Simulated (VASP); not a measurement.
**Ti: single point with PBE**

The system is Ti, a slab with vacuum.

```
CELL_PARAMETERS angstrom
2.90754 0.00000 0.00000
-1.45377 2.51801 0.00000
0.00000 0.00000 18.74800
ATOMIC_POSITIONS crystal
Ti 0.66667 0.33333 0.37337
Ti 0.33333 0.66667 0.49322
Ti 0.00000 0.00000 0.61305
```

- Program: VASP 6.6.1
- Task: single point
- Functional: PBE
- Potentials or basis: VASP PAW PBE potentials, release 64 (Ti_sv)
- Cutoff: 400 eV
- k mesh: 12 × 12 × 1
- Occupations: gaussian, width 0.1 eV
- Spin: no spin polarisation

The largest force is 0.005 eV/Å and the band gap on the k mesh is zero (bands 18 and 19 overlap by 0.94 eV).

Forces in eV/Å, atoms in the order of the input:
```
Ti   0.000  0.000  0.005
Ti   0.000  0.000  0.000
Ti   0.000  0.000 -0.005
```

Levels at points of the mesh, in eV from the Fermi level:
```
           k point  band 15  band 16  band 17  band 18  band 19  band 20  band 21  band 22
(0.00, 0.00, 0.00)    -2.94    -0.07    -0.05     0.70     0.70     0.83     0.90     0.92
(0.50, 0.00, 0.00)    -1.83    -1.55    -0.87     0.41     0.52     0.87     1.14     1.66
```

It took 2.5 min on 1 thread of AMD EPYC 7571, with other jobs on the host, peak memory 0.18 GiB.
